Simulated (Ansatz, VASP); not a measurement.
# Ge2Sb2Te5 in VASP and in Ansatz

```
Ge Sb Te
1.0
     4.20237    0.00000    0.00000
    -2.10119    3.63936    0.00000
     0.00000    0.00000   17.13048
Ge Sb Te
2 2 5
Direct
  0.00000 0.00000 0.33774
  0.00000 0.00000 0.66226
  0.33333 0.66667 0.11665
  0.66667 0.33333 0.88335
  0.00000 0.00000 0.00000
  0.33333 0.66667 0.78140
  0.66667 0.33333 0.21860
  0.33333 0.66667 0.42022
  0.66667 0.33333 0.57978
```

Alike in both runs: task single point; functional PBEsol; k mesh 9 × 9 × 2; occupations gaussian, width 0.03 eV; no spin polarisation.

```csv
,VASP,Ansatz
version,VASP 6.6.1,Ansatz 0.2.0
potentials or method,"VASP PAW PBE potentials, release 64 (Ge_d, Sb, Te), cutoff 520 eV","scalar-relativistic, plane waves, PAW"
valence electrons in the cell,68,138
```

Ansatz gave:

```
gap on the k mesh at the Fermi level (eV) : 0.06
least direct gap on the mesh (eV)         : 0.11
pressure (GPa)                            : 0.0
rms of the force components (eV/Å)        : 0.000
```

**Question.** Which values does VASP return?

**Answer.** gap on the k mesh at the Fermi level (eV): 0.05; least direct gap on the mesh (eV): 0.12; pressure (GPa): 0.1; rms of the force components (eV/Å): 0.011.

VASP's potentials were made for PBE, not for PBEsol, and Ansatz warns of the same on its side. Atom by atom the forces differ by 0.011 eV/Å (rms over components). The functional is the same, so the differences come from potentials, cutoffs and numerics. VASP's potentials hold 68 valence electrons a cell and Ansatz's 138, so a difference there can come from the potentials and not from the codes.

Spin-orbit coupling is off throughout.
